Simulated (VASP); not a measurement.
TiTe2: single point with PBEsol

Crystal: TiTe2.

```
Te Ti
1.0
     3.73885    0.00000    0.00000
    -1.86942    3.23794    0.00000
     0.00000    0.00000    6.43236
Te Ti
2 1
Direct
  0.33333 0.66667 0.73720
  0.66667 0.33333 0.26280
  0.00000 0.00000 0.00000
```

| Item | Value |
| --- | --- |
| Program | VASP 6.6.1 |
| Task | single point |
| Functional | PBEsol |
| Potentials or basis | VASP PAW PBE potentials, release 64 (Te, Ti_sv) |
| Cutoff | 520 eV |
| k mesh | 12 × 12 × 6 |
| Occupations | gaussian, width 0.02 eV |
| Spin | no spin polarisation |

```yaml
Pressure: -0.3 GPa
Largest_force: 0.175 eV/Å
Band_gap_on_the_k_mesh: zero (bands 12 and 13 overlap by 0.73 eV)
```

Forces on the atoms (eV/Å):
```
Te   0.000  0.000 -0.175
Te   0.000  0.000  0.175
Ti   0.000  0.000  0.000
```

Stress tensor (GPa, compression positive):
```
-0.74  0.00  0.00
 0.00 -0.74  0.00
 0.00  0.00  0.61
```

Levels at points of the mesh, in eV from the Fermi level:
```tsv
k point	band 8	band 9	band 10	band 11	band 12	band 13	band 14	band 15	band 16	band 17
(0.00, 0.00, 0.00)	-1.75	-1.75	0.29	0.37	0.37	0.63	1.14	1.14	3.18	3.18
(0.50, 0.00, 0.00)	-3.84	-2.83	-2.51	-1.82	-1.18	-0.02	1.16	1.51	2.44	3.50
(0.00, 0.00, 0.50)	-2.78	-1.67	-1.67	0.35	0.35	0.80	0.80	1.06	3.65	3.65
(0.50, 0.00, 0.50)	-4.74	-2.51	-2.11	-0.99	-0.62	-0.36	1.16	1.49	2.69	3.65
```

Wall time 3.6 min on 1 thread of Intel Xeon 8259CL, on a shared host, peak memory 0.29 GiB.

Caveat: the PAW data sets were made with another functional, which shifts forces and pressure a little; spin-orbit coupling is left out, which moves the levels of the heavy elements; this functional lacks dispersion, which binds the layers, so the pressure and a relaxed spacing across them are unreliable.
